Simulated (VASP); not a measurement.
MgO:

```
Mg O
1.0
     3.52061    0.00000    0.00000
    -1.76030    3.04894    0.00000
     0.00000    0.00000    4.23811
Mg O
2 2
Cartesian
  1.7603 1.0163 3.1786
  0.0000 2.0326 1.0595
  1.7603 1.0163 1.0595
  0.0000 2.0326 3.1786
```

- Program: VASP 6.6.1
- Task: relaxation of cell and atoms
- Functional: r2SCAN
- Potentials or basis: VASP PAW PBE potentials, release 64 (Mg, O)
- Cutoff: 600 eV
- k mesh: 12 × 12 × 6
- Occupations: fermi-dirac, width 0.02 eV
- Spin: no spin polarisation

At the start: pressure -5.3 GPa; volume 11.37 Å³/atom.

How do energy, volume and symmetry change on relaxing?

Over 7 steps the energy falls by 7.7 meV/atom and the volume is 10.92 Å³/atom (-4.0 %); space group P6_3/mmc (No. 194, to 0.05 Å).

Step by step:
```tsv
step	energy change (eV)	largest force (eV/Å)	pressure (GPa)	volume (Å³)
1	0.0000	0.0000	-5.26	45.49
2	-0.0271	0.0000	2.05	43.08
3	-0.0309	0.0000	0.02	43.68
4	-0.0309	0.0000	-0.10	43.72
5	-0.0309	0.0000	-0.10	43.72
6	-0.0309	0.0000	-0.10	43.72
7	-0.0309	0.0000	0.03	43.68
```

Final structure:
```xyz
4
Lattice="3.4769 0.0000 0.0000 -1.7385 3.0111 0.0000 0.0000 0.0000 4.1724" Properties=species:S:1:pos:R:3 pbc="T T T"
Mg    1.7385    1.0037    3.1293
Mg    0.0000    2.0074    1.0431
O     1.7385    1.0037    1.0431
O     0.0000    2.0074    3.1293
```

Caveat: the PAW data sets were made with another functional, which shifts forces and pressure a little.
